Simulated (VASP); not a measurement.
# Ag (P6_3/mmc) in VASP: a series of runs

Ag is run at these levels: PBE; tasks: single point, relaxation of shape and atoms at fixed volume.

Everything below comes from runs of VASP 6.6.1. Logs are shortened: lines on timing, memory, paths and dates and some standing lists are left out, and cuts for length are marked.

**1. The cell of the first run**

The structure is hexagonal, space group P6_3/mmc (No. 194). Conventional cell: a = 2.917 Å, b = 2.917 Å, c = 4.846 Å, α = 90.00°, β = 90.00°, γ = 120.00°. Within 3.8 Å of Ag (site symmetry -6m2) lie 12 Ag at 2.92 to 2.95 Å.

**2. Single point, PBE**

File INCAR:

```
SYSTEM = Ag
PREC = Accurate
ENCUT = 520
EDIFF = 1E-6
ISMEAR = -1
SIGMA = 0.05
LREAL = .FALSE.
LASPH = .TRUE.
NELM = 100
ALGO = Normal
ISIF = 2
LWAVE = .FALSE.
LCHARG = .FALSE.
GGA = PE
NBANDS = 18
```

File KPOINTS:

```
Automatic mesh
0
G
  15 15 8
  0 0 0
```

File POSCAR:

```
Ag
1.0
    2.9169126286      0.0000000000      0.0000000000
   -1.4584563143      2.5261204370      0.0000000000
    0.0000000000      0.0000000000      4.8464355777
Ag
2
Direct
    0.3333333333      0.6666666667      0.2500000000
    0.6666666667      0.3333333333      0.7500000000
```

Potentials or basis: VASP PAW PBE potentials, release 64 (Ag).

On the command line:

```console
$ cat potpaw_PBE.64/Ag/POTCAR > POTCAR
$ mpirun -np 1 vasp_std > vasp.out
```

OUTCAR:

```text
SYSTEM = Ag
   PREC = Accurate
   ENCUT = 520
   EDIFF = 1E-6
   ISMEAR = -1
   LREAL = .FALSE.
   LASPH = .TRUE.
   NELM = 100
   ISIF = 2
   GGA = PE

 ion  position               nearest neighbor table
   1  0.333  0.667  0.250-   2 2.95   2 2.95   2 2.95   2 2.95   2 2.95   2 2.95
   2  0.667  0.333  0.750-   1 2.95   1 2.95   1 2.95   1 2.95   1 2.95   1 2.95

  LATTYP: Found a hexagonal cell.
 ALAT       =     2.9169126286
 C/A-ratio  =     1.6614949417

  Lattice vectors:

 A1 = (   2.9169126286,   0.0000000000,   0.0000000000)
 A2 = (  -1.4584563143,   2.5261204370,   0.0000000000)
 A3 = (   0.0000000000,   0.0000000000,   4.8464355777)

Analysis of symmetry for initial positions (statically):
=====================================================================
 Subroutine PRICEL returns:
 Original cell was already a primitive cell.

 Routine SETGRP: Setting up the symmetry group for a
 hexagonal supercell.

 Subroutine GETGRP returns: Found 24 space group operations
 (whereof 12 operations were pure point group operations)
 out of a pool of 24 trial point group operations.

The static configuration has the point symmetry D_3d.
 The point group associated with its full space group is D_6h.

Analysis of symmetry for dynamics (positions and initial velocities):
=====================================================================
 Subroutine PRICEL returns:
 Original cell was already a primitive cell.

 Routine SETGRP: Setting up the symmetry group for a
 hexagonal supercell.

 Subroutine GETGRP returns: Found 24 space group operations
 (whereof 12 operations were pure point group operations)
 out of a pool of 24 trial point group operations.

The dynamic configuration has the point symmetry D_3d.
 The point group associated with its full space group is D_6h.

 Subroutine INISYM returns: Found 24 space group operations
 (whereof 12 operations are pure point group operations),
 and found     1 'primitive' translations

----------------------------------------------------------------------------------------

                                     Primitive cell

  volume of cell :      35.7108

  direct lattice vectors                    reciprocal lattice vectors
     2.916912629  0.000000000  0.000000000     0.342828232  0.197931972  0.000000000
    -1.458456314  2.526120437  0.000000000     0.000000000  0.395863944  0.000000000
     0.000000000  0.000000000  4.846435578     0.000000000  0.000000000  0.206337211

  length of vectors
     2.916912629  2.916912629  4.846435578     0.395863944  0.395863944  0.206337211

  position of ions in fractional coordinates (direct lattice)
     0.333333333  0.666666667  0.250000000
     0.666666667  0.333333333  0.750000000

  ion indices of the primitive-cell ions
   primitive index   ion index
                 1           1
                 2           2

----------------------------------------------------------------------------------------

 KPOINTS: Automatic mesh

Automatic generation of k-mesh.
 Grid dimensions read from file:
 generate k-points for:   15   15    8

 Generating k-lattice:

  Cartesian coordinates                     Fractional coordinates (reciprocal lattice)
     0.022855215  0.013195465  0.000000000     0.066666667  0.000000000  0.000000000
     0.000000000  0.026390930  0.000000000     0.000000000  0.066666667  0.000000000
     0.000000000  0.000000000  0.025792151     0.000000000  0.000000000  0.125000000

  Length of vectors
     0.026390930  0.026390930  0.025792151

  Shift w.r.t. Gamma in fractional coordinates (k-lattice)
     0.000000000  0.000000000  0.000000000

 Subroutine IBZKPT returns following result:
 ===========================================

 Found    135 irreducible k-points:

 Following reciprocal coordinates:
            Coordinates               Weight
  0.000000  0.000000  0.000000      1.000000
  0.066667  0.000000  0.000000      6.000000
  0.133333  0.000000  0.000000      6.000000
  0.200000 -0.000000  0.000000      6.000000
  0.266667  0.000000  0.000000      6.000000
  0.333333  0.000000  0.000000      6.000000
[... 16 lines left out ...]
  0.333333  0.200000  0.000000     12.000000
  0.400000  0.200000  0.000000      6.000000
 [... further k-points ...]
   k-points           NKPTS =    135   k-points in BZ     NKDIM =    135   number of bands    NBANDS=     18
   number of dos      NEDOS =    301   number of ions     NIONS =      2
   total plane-waves  NPLWV =  20736
   dimension x,y,z NGX =    24 NGY =   24 NGZ =   36
   dimension x,y,z NGXF=    48 NGYF=   48 NGZF=   72
   ions per type =               2
   NGX,Y,Z   is equivalent  to a cutoff of  13.68, 13.68, 12.35 a.u.
   NGXF,Y,Z  is equivalent  to a cutoff of  27.36, 27.36, 24.70 a.u.
 SYSTEM =  Ag
   PREC   = accura    normal or accurate (medium, high low for compatibility)
   ISTART =      0    job   : 0-new  1-cont  2-samecut
   ICHARG =      2    charge: 1-file 2-atom 10-const
   ISPIN  =      1    spin polarized calculation?
   LNONCOLLINEAR =      F non collinear calculations
   LSORBIT =      F    spin-orbit coupling
   LASPH  =      T    aspherical Exc in radial PAW
   ENCUT  =  520.0 eV  38.22 Ry    6.18 a.u.   5.42  5.42  9.01*2*pi/ulx,y,z
   NELM   =    100;   NELMIN=  2; NELMDL= -5     # of ELM steps
   EDIFF  = 0.1E-05   stopping-criterion for ELM
   LREAL  =      F    real-space projection
   EDIFFG = 0.1E-04   stopping-criterion for IOM
   NSW    =      0    number of steps for IOM
   IBRION =     -1    ionic relax: 0-MD 1-quasi-New 2-CG
   NFREE  =      0    steps in history (QN), initial steepest desc. (CG)
   ISIF   =      2    stress and relaxation
   ISYM   =      2    0-nonsym 1-usesym 2-fastsym
   POTIM  = 0.5000    time-step for ionic-motion
   TEBEG  =    0.0;   TEEND  =   0.0 temperature during run
   PSTRESS=    0.0 pullay stress
   NELECT =      22.0000    total number of electrons
   NUPDOWN=      -1.0000    fix difference up-down
   EMIN   =  10.00;   EMAX   =-10.00  energy-range for DOS
   EFERMI =   0.00;   METHOD = LEGACY
   ISMEAR =    -1;   SIGMA  =   0.05  broadening in eV -4-tet -1-fermi 0-gaus
   EFERMI_NEDOS =   21; number of points for ismear=-14 and -15
   IALGO  =     38    algorithm
   IMIX   =      4    mixing-type and parameters
     AMIX     =   0.40;   BMIX     =  1.00
     AMIX_MAG =   1.60;   BMIX_MAG =  1.00
  volume/ion in A,a.u.               =      17.86       120.49
  Fermi-wavevector in a.u.,A,eV,Ry     =   1.392993  2.632376 26.401165  1.940431
  Thomas-Fermi vector in A             =   2.516683
   LORBIT       =      0    0 simple, 1 ext, 2 COOP (PROOUT), +10 PAW based schemes
   GGA     = PE    functional components
   LHFCALC =     F    Hartree Fock is set to
   AEXX    =    0.0000 exact exchange contribution
   IVDW    =     0    specifies the selected vdW correction
   LEPSILON=     F    determine dielectric tensor
   LRPA    =     F    only Hartree local field effects (RPA)
 non-spin polarized calculation
  energy-cutoff  :      520.00
  volume of cell :       35.71
 maximum number of plane-waves:       990
 NGX is ok and might be reduce to    24
   NGX = 11   NGY = 11   NGZ = 19

 number of electron      22.0000000 magnetization

 Free energy of the ion-electron system (eV)
  ---------------------------------------------------
  ext. energy  EPLUGINS =         0.00000000
  ---------------------------------------------------
  free energy    TOTEN  =        -5.43186586 eV

  energy without entropy =       -5.42719775  energy(sigma->0) =       -5.42953181

 E-fermi :   7.9582     XC(G=0): -11.9360

 val. band max:        7.9335411119   @ k =   0.2667   0.2667   0.0000
 cond. band min:       7.9806343248   @ k =   0.3333   0.2000   0.0000
 fundamental gap:      0.0470932130
 Fermi energy:         7.9582348311

 k-point     1 :       0.0000    0.0000    0.0000
  band No.  band energies     occupation
      1       0.3699      2.00000
      2       1.6699      2.00000
      3       3.0885      2.00000
      4       3.2334      2.00000
      5       3.2334      2.00000
      6       3.4382      2.00000
[... 10 lines left out ...]
     17      25.8199      0.00000
     18      25.8199      0.00000

 k-point     2 :       0.0667    0.0000    0.0000
  band No.  band energies     occupation
      1       0.4908      2.00000
      2       1.7407      2.00000
      3       3.0424      2.00000
      4       3.2756      2.00000
      5       3.2956      2.00000
      6       3.4139      2.00000
[... 10 lines left out ...]
     17      25.0027      0.00000
     18      26.1846      0.00000

 k-point     3 :       0.1333    0.0000    0.0000
  band No.  band energies     occupation
      1       0.8377      2.00000
      2       1.9235      2.00000
      3       2.9411      2.00000
      4       3.3069      2.00000
      5       3.4486      2.00000
      6       3.4755      2.00000
[... 10 lines left out ...]
     17      25.3368      0.00000
     18      26.1392      0.00000

 k-point     4 :       0.2000   -0.0000    0.0000
  band No.  band energies     occupation
      1       1.3438      2.00000
      2       2.1022      2.00000
      3       2.8949      2.00000
      4       3.1907      2.00000
      5       3.2479      2.00000
      6       3.5876      2.00000
[... 375 lines left out ...]
      4       3.0945      2.00000
      5       3.0950      2.00000
      6       3.5401      2.00000
[... 10 lines left out ...]
     17      20.4390      0.00000
     18      21.5308      0.00000

 k-point    23 :       0.3333    0.2000    0.0000
  band No.  band energies     occupation
      1       2.1796      2.00000
      2       2.2499      2.00000
      3       2.4767      2.00000
      4       3.1030      2.00000
      5       3.3395      2.00000
      6       3.4076      2.00000
[... 10 lines left out ...]
     17      18.9556      0.00000
     18      21.2392      0.00000

 k-point    24 :       0.4000    0.2000    0.0000
  band No.  band energies     occupation
      1       2.1391      2.00000
      2       2.2177      2.00000
      3       2.4715      2.00000
      4       3.1255      2.00000
      5       3.3414      2.00000
      6       3.4278      2.00000
[... 10 lines left out ...]
     17      18.1269      0.00000
     18      21.1438      0.00000

 [... further k-points ...]
[... 5 lines left out ...]
  --------------------------------------------------------------------------------------
  -------------------------------------------------------------------------------------
  Total       -0.0257238     -0.0257238     -0.0309026      0.0000000      0.0000000      0.0000000
  in kB       -1.1541071     -1.1541071     -1.3864550      0.0000000      0.0000000      0.0000000
  external PRESSURE =      -1.2315564 kB  Pullay stress =       0.0000000 kB

 VOLUME and BASIS-vectors are now :
 -----------------------------------------------------------------------------
  energy-cutoff  :      520.00
  volume of cell :       35.71
      direct lattice vectors                 reciprocal lattice vectors
     2.916912629  0.000000000  0.000000000     0.342828232  0.197931972  0.000000000
    -1.458456314  2.526120437  0.000000000     0.000000000  0.395863944  0.000000000
     0.000000000  0.000000000  4.846435578     0.000000000  0.000000000  0.206337211

 POSITION                                       TOTAL-FORCE (eV/Angst)
 -----------------------------------------------------------------------------------
     -0.00000      1.68408      1.21161         0.000000      0.000000      0.000000
      1.45846      0.84204      3.63483        -0.000000     -0.000000     -0.000000
 -----------------------------------------------------------------------------------
    total drift:                               -0.000000      0.000000     -0.000000

  FREE ENERGIE OF THE ION-ELECTRON SYSTEM (eV)
  ---------------------------------------------------
  free  energy   TOTEN  =        -5.4318658610 eV

  energy  without entropy=       -5.4271977493  energy(sigma->0) =       -5.42953181
```

Run time: 72 s. Hardware: 1 thread of Intel Xeon Platinum 8175M at 2.50GHz (Skylake/Cascade Lake), shared host; peak memory 0.2 GiB.

Results:

| Quantity | Value |
| --- | --- |
| Free energy | -5.4319 eV |
| Pressure | -0.1 GPa |
| Band gap on the k mesh | zero (band 11 reaches 11.86 eV, above the bottom of band 12 at 4.43 eV) |

**3. Relaxation of shape and atoms at fixed volume, PBE**

This run uses another cell than the first one, of 7.68 Å³/atom, 0.430 times its volume.

File INCAR:

```
ALGO = Normal
EDIFF = 1E-6
EDIFFG = -0.005
ENCUT = 600
GGA = PE
IBRION = 2
ISIF = 4
ISMEAR = -1
LASPH = T
LCHARG = F
LREAL = F
LWAVE = F
NELM = 80
NSW = 50
PREC = Accurate
SIGMA = 0.05
```

File KPOINTS:

```
k-points
0
Gamma
  15 15 8
```

File POSCAR:

```
Ag
1.0
    2.2016396565      0.0000000000      0.0000000000
   -1.1008198283      1.9066758725      0.0000000000
    0.0000000000      0.0000000000      3.6580131527
Ag
2
Direct
    0.3333333333      0.6666666667      0.2500000000
    0.6666666667      0.3333333333      0.7500000000
```

Potentials or basis: VASP PAW PBE potentials, release 64 (Ag).

On the command line:

```console
$ cat potpaw_PBE.64/Ag/POTCAR > POTCAR
$ mpirun -np 1 vasp_std > vasp.out
```

Wall time 2.3 min (1 thread of Intel Xeon Platinum 8175M at 2.50GHz (Skylake/Cascade Lake), shared host); peak memory 0.16 GiB.

The run converged, but its numbers aren't listed here, since they failed a check.

**4. Relaxation of shape and atoms at fixed volume, PBE**

This run uses another cell than the first one, of 7.68 Å³/atom, 0.430 times its volume.

File INCAR:

```
SYSTEM = Ag
ALGO = Normal ; EDIFF = 1E-7
EDIFFG = -0.005 ; ENCUT = 600
GGA = PE ; IBRION = 2
ISIF = 4 ; ISMEAR = -1
LASPH = .TRUE. ; LCHARG = .FALSE.
LREAL = .FALSE. ; LWAVE = .FALSE.
NELM = 80 ; NSW = 50
PREC = Accurate ; SIGMA = 0.05
```

File KPOINTS:

```
k-points
0
G
  15 15 8
  0 0 0
```

POSCAR is that of step 3.

Potentials or basis: VASP PAW PBE potentials, release 64 (Ag).

On the command line:

```console
$ cat potpaw_PBE.64/Ag/POTCAR > POTCAR
$ mpirun -np 1 vasp_std > vasp.out
```

OUTCAR:

```text
SYSTEM = Ag
   EDIFF = 1E-7
   EDIFFG = -0.005
   ENCUT = 600
   GGA = PE
   IBRION = 2
   ISIF = 4
   ISMEAR = -1
   LASPH = .TRUE.
   LREAL = .FALSE.
   NELM = 80
   NSW = 50
   PREC = Accurate

 ion  position               nearest neighbor table
   1  0.333  0.667  0.250-   2 2.23   2 2.23   2 2.23   2 2.23   2 2.23   2 2.23   2 3.13   2 3.13
                             2 3.13   2 3.13   2 3.13   2 3.13
   2  0.667  0.333  0.750-   1 2.23   1 2.23   1 2.23   1 2.23   1 2.23   1 2.23   1 3.13   1 3.13
                             1 3.13   1 3.13   1 3.13   1 3.13

  LATTYP: Found a hexagonal cell.
 ALAT       =     2.2016396565
 C/A-ratio  =     1.6614949417

  Lattice vectors:

 A1 = (   2.2016396565,   0.0000000000,   0.0000000000)
 A2 = (  -1.1008198283,   1.9066758725,   0.0000000000)
 A3 = (   0.0000000000,   0.0000000000,   3.6580131527)

Analysis of symmetry for initial positions (statically):
=====================================================================
 Subroutine PRICEL returns:
 Original cell was already a primitive cell.

 Routine SETGRP: Setting up the symmetry group for a
 hexagonal supercell.

 Subroutine GETGRP returns: Found 24 space group operations
 (whereof 12 operations were pure point group operations)
 out of a pool of 24 trial point group operations.

The static configuration has the point symmetry D_3d.
 The point group associated with its full space group is D_6h.

Analysis of symmetry for dynamics (positions and initial velocities):
=====================================================================
 Subroutine PRICEL returns:
 Original cell was already a primitive cell.

 Routine SETGRP: Setting up the symmetry group for a
 hexagonal supercell.

 Subroutine GETGRP returns: Found 24 space group operations
 (whereof 12 operations were pure point group operations)
 out of a pool of 24 trial point group operations.

The dynamic configuration has the point symmetry D_3d.
 The point group associated with its full space group is D_6h.
[... 135 lines left out ...]
 NGX is ok and might be reduce to    18
   NGX =  9   NGY =  9   NGZ = 15

--------------------------------------- Ionic step        1  -------------------------------------------

 number of electron      22.0000010 magnetization

 Free energy of the ion-electron system (eV)
  ---------------------------------------------------
  ext. energy  EPLUGINS =         0.00000000
  ---------------------------------------------------
  free energy    TOTEN  =        15.38114394 eV

  energy without entropy =       15.38184965  energy(sigma->0) =       15.38149679

------------------------ aborting loop because EDIFF is reached ----------------------------------------

  FORCE on cell =-STRESS in cart. coord.  units (eV):
  Direction    XX          YY          ZZ          XY          YZ          ZX
  --------------------------------------------------------------------------------------
  -------------------------------------------------------------------------------------
  Total       75.8485860     75.8485860     73.1141864     -0.0000000      0.0000000      0.0000000
  in kB     7913.8843341   7913.8843340   7628.5827476     -0.0000002      0.0000000      0.0000000
  external PRESSURE =    7818.7838052 kB  Pullay stress =       0.0000000 kB
[... 95 lines left out ...]
--------------------------------------- Ionic step        4  -------------------------------------------

 number of electron      22.0000006 magnetization

 Free energy of the ion-electron system (eV)
  ---------------------------------------------------
  ext. energy  EPLUGINS =         0.00000000
  ---------------------------------------------------
  free energy    TOTEN  =        15.36999194 eV

  energy without entropy =       15.37069606  energy(sigma->0) =       15.37034400

 E-fermi :  27.5434     XC(G=0): -17.6421

 val. band max:       27.4632076033   @ k =   0.2667   0.2000   0.3750
 cond. band min:      27.7681259825   @ k =   0.4667   0.0667   0.1250
 fundamental gap:      0.3049183792
 Fermi energy:        27.5434174989

 k-point     1 :       0.0000    0.0000    0.0000
  band No.  band energies     occupation
      1      10.7479      2.00000
      2      11.0325      2.00000
      3      15.6680      2.00000
      4      15.9690      2.00000
      5      15.9690      2.00000
      6      16.9598      2.00000
      7      16.9598      2.00000
      8      18.3345      2.00000
      9      18.3345      2.00000
     10      22.0697      2.00000
     11      22.0697      2.00000
     12      23.6143      2.00000
     13      37.4662      0.00000
     14      40.4599      0.00000
[... 401 lines left out ...]
      2      12.2200      2.00000
      3      13.6926      2.00000
      4      15.3874      2.00000
      5      16.4086      2.00000
      6      16.5623      2.00000
      7      17.9752      2.00000
      8      21.6921      2.00000
      9      22.2815      2.00000
     10      22.4486      2.00000
     11      30.1049      0.00000
     12      32.9279      0.00000
     13      36.9777      0.00000
     14      40.3893      0.00000
     15      41.5931      0.00000

 [... further k-points ...]
[... 5 lines left out ...]
  --------------------------------------------------------------------------------------
  -------------------------------------------------------------------------------------
  Total       74.9089124     74.9089124     74.9139843     -0.0000000     -0.0000000      0.0000000
  in kB     7815.8407311   7815.8407309   7816.3699259     -0.0000003     -0.0000000      0.0000000
  external PRESSURE =    7816.0171293 kB  Pullay stress =       0.0000000 kB
[... 17 lines left out ...]
  FREE ENERGIE OF THE ION-ELECTRON SYSTEM (eV)
  ---------------------------------------------------
  free  energy   TOTEN  =        15.3699919383 eV

  energy  without entropy=       15.3706960622  energy(sigma->0) =       15.37034400

 reached required accuracy - stopping structural energy minimisation
```

CONTCAR:

```text
Ag
   1.00000000000000
     2.2107826937113111   -0.0000000000198698    0.0000000000000000
    -1.1053913469230712    1.9145939749969674   -0.0000000000000000
     0.0000000000000000    0.0000000000000000    3.6278191483576427
  Ag
     2
Direct
     0.3333333332999970    0.6666666667000030    0.2500000000000000
     0.6666666667000030    0.3333333332999970    0.7500000000000000

  0.00000000E+00  0.00000000E+00  0.00000000E+00
  0.00000000E+00  0.00000000E+00  0.00000000E+00
```

Wall time 2.5 min (1 thread of Intel Xeon Platinum 8175M at 2.50GHz (Skylake/Cascade Lake), shared host); peak memory 0.15 GiB.

The run converged, but its numbers aren't listed here, since they failed a check.

(Part 1 of 2 ends here.)
